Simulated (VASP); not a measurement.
Runs of VASP 6.6.1 on CoSi2. The structure is that of space group Immm (No. 71), or close to it. The cells are those of the table. 

| cell | gap on the mesh (eV) | pressure (GPa) | largest force (eV/Å) |
| --- | --- | --- | --- |
| a = 3.961, b = 3.747, c = 5.300 Å, 6 atoms | none | -3.5 | (b) |
| a = 3.961, b = 3.782, c = 5.246 Å, 6 atoms | none | (a) | - |
| a = 3.619, b = 3.807, c = 5.523 Å, 6 atoms | none | 2.1 | - |
| a = 3.619, b = 3.833, c = 5.420 Å, 6 atoms | none | 4.5 | 0.24 |

Alike in all rows: task single point; level PBE; potentials or basis VASP PAW PBE potentials, release 64 (Co, Si); no spin polarisation; k mesh 10 × 10 × 8; cutoff (eV) 520; smearing gaussian 0.1 eV.

Question: Estimate the missing entries.

Answer: (a) -3.4; (b) 0.18.

A gap of «none» marks levels without a gap at the run's occupations.
